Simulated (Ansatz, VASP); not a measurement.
## Cs: VASP beside Ansatz

```
Cs
1.0
     0.00000    4.06049    4.06049
     4.06049    0.00000    4.06049
     4.06049    4.06049    0.00000
Cs
1
Cartesian
  0.0000 0.0000 0.0000
```

Alike in both runs: task single point; functional revPBE; k mesh 8 × 8 × 8; occupations fermi-dirac, width 0.1 eV; no spin polarisation.

|  | VASP | Ansatz |
| --- | --- | --- |
| version | VASP 6.6.1 | Ansatz 0.2.0 |
| potentials or method | VASP PAW PBE potentials, release 64 (Cs_sv), cutoff 520 eV | plane waves (420 eV) with PAW, scalar-relativistic |
| valence electrons in the cell | 9 | 9 |

|  | VASP | Ansatz | Ansatz less VASP |
| --- | --- | --- | --- |
| pressure (GPa) | -0.1 | 0.0 | +0.01 |

VASP's potentials were made for PBE, not for revPBE. With one functional, cell and mesh, what is left measures potentials, basis and numerics.

Neither program's run includes spin-orbit coupling.
